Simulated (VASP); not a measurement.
# AlN (F-43m) in VASP: notebook

Runs on AlN. Level: PBE. Tasks: single point.

All numbers are computed with VASP 6.6.1; they aren't measurements. Logs are shortened: lines on timing, memory, paths and dates and some standing lists are left out, and cuts for length are marked.

### 1 The cell of the first run

The structure is cubic, space group F-43m (No. 216). Conventional cell: a = 4.219 Å, b = 4.219 Å, c = 4.219 Å, α = 90.00°, β = 90.00°, γ = 90.00°. Within 2.4 Å of Al (site symmetry -43m) lie 4 N at 1.83 Å. Within 2.4 Å of N (site symmetry -43m) lie 4 Al at 1.83 Å.

### 2 Single point, PBE (volume scaled by 0.88)

INCAR reads:

```
ALGO = Normal ; EDIFF = 1E-6
ENCUT = 520 ; GGA = PE
ISIF = 2 ; ISMEAR = 0
LASPH = T ; LCHARG = F
LREAL = F ; LWAVE = F
NBANDS = 11 ; NELM = 100
PREC = Accurate ; SIGMA = 0.02
```

KPOINTS reads:

```
k-points
0
Gamma
  10 10 10
```

POSCAR reads:

```
AlN
1.0
    0.0000000000      2.1097456338      2.1097456338
    2.1097456338      0.0000000000      2.1097456338
    2.1097456338      2.1097456338      0.0000000000
Al N
1 1
Direct
    0.0000000000      0.0000000000      0.0000000000
    0.7500000000      0.7500000000      0.7500000000
```

Potentials or basis: VASP PAW PBE potentials, release 64 (Al, N).

The run is started by

```
cat potpaw_PBE.64/Al/POTCAR potpaw_PBE.64/N/POTCAR > POTCAR
mpirun -np 1 vasp_std > vasp.out
```

OUTCAR:

```text
EDIFF = 1E-6
   ENCUT = 520
   GGA = PE
   ISIF = 2
   ISMEAR = 0
   LASPH = T
   LREAL = F
   NELM = 100
   PREC = Accurate

 ion  position               nearest neighbor table
   1  0.000  0.000  0.000-   2 1.83   2 1.83   2 1.83   2 1.83
   2  0.750  0.750  0.750-   1 1.83   1 1.83   1 1.83   1 1.83

  LATTYP: Found a face centered cubic cell.
 ALAT       =     4.2194912676

  Lattice vectors:

 A1 = (   0.0000000000,   2.1097456338,   2.1097456338)
 A2 = (   2.1097456338,   0.0000000000,   2.1097456338)
 A3 = (   2.1097456338,   2.1097456338,   0.0000000000)

Analysis of symmetry for initial positions (statically):
=====================================================================
 Subroutine PRICEL returns:
 Original cell was already a primitive cell.

 Routine SETGRP: Setting up the symmetry group for a
 face centered cubic supercell.

 Subroutine GETGRP returns: Found 24 space group operations
 (whereof 24 operations were pure point group operations)
 out of a pool of 48 trial point group operations.

The static configuration has the point symmetry T_d .

Analysis of symmetry for dynamics (positions and initial velocities):
=====================================================================
 Subroutine PRICEL returns:
 Original cell was already a primitive cell.

 Routine SETGRP: Setting up the symmetry group for a
 face centered cubic supercell.

 Subroutine GETGRP returns: Found 24 space group operations
 (whereof 24 operations were pure point group operations)
 out of a pool of 48 trial point group operations.

The dynamic configuration has the point symmetry T_d .

 Subroutine INISYM returns: Found 24 space group operations
 (whereof 24 operations are pure point group operations),
 and found     1 'primitive' translations

----------------------------------------------------------------------------------------

                                     Primitive cell

  volume of cell :      18.7811

  direct lattice vectors                    reciprocal lattice vectors
     0.000000000  2.109745634  2.109745634    -0.236995395  0.236995395  0.236995395
     2.109745634  0.000000000  2.109745634     0.236995395 -0.236995395  0.236995395
     2.109745634  2.109745634  0.000000000     0.236995395  0.236995395 -0.236995395

  length of vectors
     2.983630888  2.983630888  2.983630888     0.410488065  0.410488065  0.410488065

  position of ions in fractional coordinates (direct lattice)
     0.000000000  0.000000000  0.000000000
     0.750000000  0.750000000  0.750000000

  ion indices of the primitive-cell ions
   primitive index   ion index
                 1           1
                 2           2

----------------------------------------------------------------------------------------

 KPOINTS: k-points

Automatic generation of k-mesh.
 Grid dimensions read from file:
 generate k-points for:   10   10   10

 Generating k-lattice:

  Cartesian coordinates                     Fractional coordinates (reciprocal lattice)
    -0.023699540  0.023699540  0.023699540     0.100000000  0.000000000  0.000000000
     0.023699540 -0.023699540  0.023699540     0.000000000  0.100000000  0.000000000
     0.023699540  0.023699540 -0.023699540     0.000000000  0.000000000  0.100000000

  Length of vectors
     0.041048807  0.041048807  0.041048807

  Shift w.r.t. Gamma in fractional coordinates (k-lattice)
     0.000000000  0.000000000  0.000000000

 Subroutine IBZKPT returns following result:
 ===========================================

 Found     47 irreducible k-points:

 Following reciprocal coordinates:
            Coordinates               Weight
  0.000000  0.000000  0.000000      1.000000
  0.100000  0.000000  0.000000      8.000000
  0.200000  0.000000  0.000000      8.000000
  0.300000  0.000000  0.000000      8.000000
  0.400000  0.000000  0.000000      8.000000
  0.500000  0.000000  0.000000      4.000000
[... 16 lines left out ...]
  0.300000  0.300000  0.000000      6.000000
  0.400000  0.300000  0.000000     24.000000
 [... further k-points ...]
   k-points           NKPTS =     47   k-points in BZ     NKDIM =     47   number of bands    NBANDS=     11
   number of dos      NEDOS =    301   number of ions     NIONS =      2
   total plane-waves  NPLWV =  13824
   dimension x,y,z NGX =    24 NGY =   24 NGZ =   24
   dimension x,y,z NGXF=    48 NGYF=   48 NGZF=   48
   ions per type =               1   1
   NGX,Y,Z   is equivalent  to a cutoff of  13.37, 13.37, 13.37 a.u.
   NGXF,Y,Z  is equivalent  to a cutoff of  26.75, 26.75, 26.75 a.u.
 SYSTEM =  unknown system
   PREC   = accura    normal or accurate (medium, high low for compatibility)
   ISTART =      0    job   : 0-new  1-cont  2-samecut
   ICHARG =      2    charge: 1-file 2-atom 10-const
   ISPIN  =      1    spin polarized calculation?
   LNONCOLLINEAR =      F non collinear calculations
   LSORBIT =      F    spin-orbit coupling
   LASPH  =      T    aspherical Exc in radial PAW
   ENCUT  =  520.0 eV  38.22 Ry    6.18 a.u.   5.55  5.55  5.55*2*pi/ulx,y,z
   NELM   =    100;   NELMIN=  2; NELMDL= -5     # of ELM steps
   EDIFF  = 0.1E-05   stopping-criterion for ELM
   LREAL  =      F    real-space projection
   EDIFFG = 0.1E-04   stopping-criterion for IOM
   NSW    =      0    number of steps for IOM
   IBRION =     -1    ionic relax: 0-MD 1-quasi-New 2-CG
   NFREE  =      0    steps in history (QN), initial steepest desc. (CG)
   ISIF   =      2    stress and relaxation
   ISYM   =      2    0-nonsym 1-usesym 2-fastsym
   POTIM  = 0.5000    time-step for ionic-motion
   TEBEG  =    0.0;   TEEND  =   0.0 temperature during run
   PSTRESS=    0.0 pullay stress
   NELECT =       8.0000    total number of electrons
   NUPDOWN=      -1.0000    fix difference up-down
   EMIN   =  10.00;   EMAX   =-10.00  energy-range for DOS
   EFERMI =   0.00;   METHOD = LEGACY
   ISMEAR =     0;   SIGMA  =   0.02  broadening in eV -4-tet -1-fermi 0-gaus
   EFERMI_NEDOS =   21; number of points for ismear=-14 and -15
   IALGO  =     38    algorithm
   IMIX   =      4    mixing-type and parameters
     AMIX     =   0.40;   BMIX     =  1.00
     AMIX_MAG =   1.60;   BMIX_MAG =  1.00
  volume/ion in A,a.u.               =       9.39        63.37
  Fermi-wavevector in a.u.,A,eV,Ry     =   1.231775  2.327717 20.643708  1.517270
  Thomas-Fermi vector in A             =   2.366571
   LORBIT       =      0    0 simple, 1 ext, 2 COOP (PROOUT), +10 PAW based schemes
   GGA     = PE    functional components
   LHFCALC =     F    Hartree Fock is set to
   AEXX    =    0.0000 exact exchange contribution
   IVDW    =     0    specifies the selected vdW correction
   LEPSILON=     F    determine dielectric tensor
   LRPA    =     F    only Hartree local field effects (RPA)
 non-spin polarized calculation
 Gauss-broadening in eV      SIGMA  =   0.02
  energy-cutoff  :      520.00
  volume of cell :       18.78
 maximum number of plane-waves:       531
 NGX is ok and might be reduce to    24
   NGX = 11   NGY = 11   NGZ = 11

 number of electron       8.0000000 magnetization

 Free energy of the ion-electron system (eV)
  ---------------------------------------------------
  ext. energy  EPLUGINS =         0.00000000
  ---------------------------------------------------
  free energy    TOTEN  =       -14.62227271 eV

  energy without entropy =      -14.62227271  energy(sigma->0) =      -14.62227271

 E-fermi :   7.1058     XC(G=0): -11.3949

 val. band max:        6.9921062999   @ k =   0.0000   0.0000   0.0000
 cond. band min:      10.3562135788   @ k =   0.5000   0.5000   0.0000
 fundamental gap:      3.3641072789
 Fermi energy:         7.1057833084

 k-point     1 :       0.0000    0.0000    0.0000
  band No.  band energies     occupation
      1      -8.6143      2.00000
      2       6.9921      2.00000
      3       6.9921      2.00000
      4       6.9921      2.00000
      5      12.1403      0.00000
      6      20.6165      0.00000
      7      20.6165      0.00000
      8      20.6165      0.00000
      9      25.5315      0.00000
     10      25.5315      0.00000
     11      27.1539      0.00000

 k-point     2 :       0.1000    0.0000    0.0000
  band No.  band energies     occupation
      1      -8.4493      2.00000
      2       6.1757      2.00000
      3       6.9398      2.00000
      4       6.9398      2.00000
      5      12.7747      0.00000
      6      20.2198      0.00000
      7      20.7624      0.00000
      8      20.7624      0.00000
      9      24.1974      0.00000
     10      24.1974      0.00000
     11      26.3192      0.00000

 k-point     3 :       0.2000    0.0000    0.0000
  band No.  band energies     occupation
      1      -7.9773      2.00000
      2       4.4843      2.00000
      3       6.8092      2.00000
      4       6.8092      2.00000
      5      13.8905      0.00000
      6      19.3753      0.00000
      7      20.5848      0.00000
      8      20.5848      0.00000
      9      23.7254      0.00000
     10      23.7254      0.00000
     11      25.4903      0.00000

 k-point     4 :       0.3000    0.0000    0.0000
  band No.  band energies     occupation
      1      -7.2832      2.00000
      2       2.6967      2.00000
      3       6.6592      2.00000
      4       6.6592      2.00000
      5      14.7352      0.00000
      6      18.5182      0.00000
      7      19.7382      0.00000
      8      19.7382      0.00000
      9      25.0031      0.00000
     10      25.0031      0.00000
     11      25.4491      0.00000
[... 239 lines left out ...]
 k-point    22 :      -0.2000    0.2000    0.0000
  band No.  band energies     occupation
      1      -7.0555      2.00000
      2       3.0411      2.00000
      3       5.1903      2.00000
      4       6.7447      2.00000
      5      15.3361      0.00000
      6      17.7518      0.00000
      7      19.4511      0.00000
      8      20.2485      0.00000
      9      22.9217      0.00000
     10      26.8151      0.00000
     11      29.6122      0.00000

 k-point    23 :       0.3000    0.3000    0.0000
  band No.  band energies     occupation
      1      -6.8542      2.00000
      2       3.3367      2.00000
      3       5.6776      2.00000
      4       5.6776      2.00000
      5      12.6519      0.00000
      6      17.3850      0.00000
      7      20.1189      0.00000
      8      22.7210      0.00000
      9      22.7210      0.00000
     10      28.4347      0.00000
     11      32.5723      0.00000

 k-point    24 :       0.4000    0.3000    0.0000
  band No.  band energies     occupation
      1      -6.3128      2.00000
      2       2.6248      2.00000
      3       5.1825      2.00000
      4       5.5059      2.00000
      5      12.1349      0.00000
      6      17.2097      0.00000
      7      20.5897      0.00000
      8      22.7548      0.00000
      9      23.3576      0.00000
     10      29.5360      0.00000
     11      32.3436      0.00000

 [... further k-points ...]

------------------------ aborting loop because EDIFF is reached ----------------------------------------

  FORCE on cell =-STRESS in cart. coord.  units (eV):
  Direction    XX          YY          ZZ          XY          YZ          ZX
  --------------------------------------------------------------------------------------
  -------------------------------------------------------------------------------------
  Total        3.6803312      3.6803312      3.6803312      0.0000000      0.0000000      0.0000000
  in kB      313.9620797    313.9620797    313.9620797      0.0000000      0.0000000      0.0000000
  external PRESSURE =     313.9620797 kB  Pullay stress =       0.0000000 kB

 VOLUME and BASIS-vectors are now :
 -----------------------------------------------------------------------------
  energy-cutoff  :      520.00
  volume of cell :       18.78
      direct lattice vectors                 reciprocal lattice vectors
     0.000000000  2.109745634  2.109745634    -0.236995395  0.236995395  0.236995395
     2.109745634  0.000000000  2.109745634     0.236995395 -0.236995395  0.236995395
     2.109745634  2.109745634  0.000000000     0.236995395  0.236995395 -0.236995395

 POSITION                                       TOTAL-FORCE (eV/Angst)
 -----------------------------------------------------------------------------------
      0.00000      0.00000      0.00000         0.000000      0.000000      0.000000
      3.16462      3.16462      3.16462        -0.000000     -0.000000     -0.000000
 -----------------------------------------------------------------------------------
    total drift:                               -0.000000     -0.000000     -0.000000

  FREE ENERGIE OF THE ION-ELECTRON SYSTEM (eV)
  ---------------------------------------------------
  free  energy   TOTEN  =       -14.6222727088 eV

  energy  without entropy=      -14.6222727088  energy(sigma->0) =      -14.62227271
```

Wall time 4.2 s (1 thread of Intel Xeon 6975P-C (Granite Rapids), shared host); peak memory 0.13 GiB.

Results:

```yaml
Free_energy: -14.6223 eV
Pressure: 31.4 GPa
Band_gap_on_the_k_mesh: 3.36 eV, indirect (least direct gap 5.15 eV)
```

(Continued in part 2 of 2.)
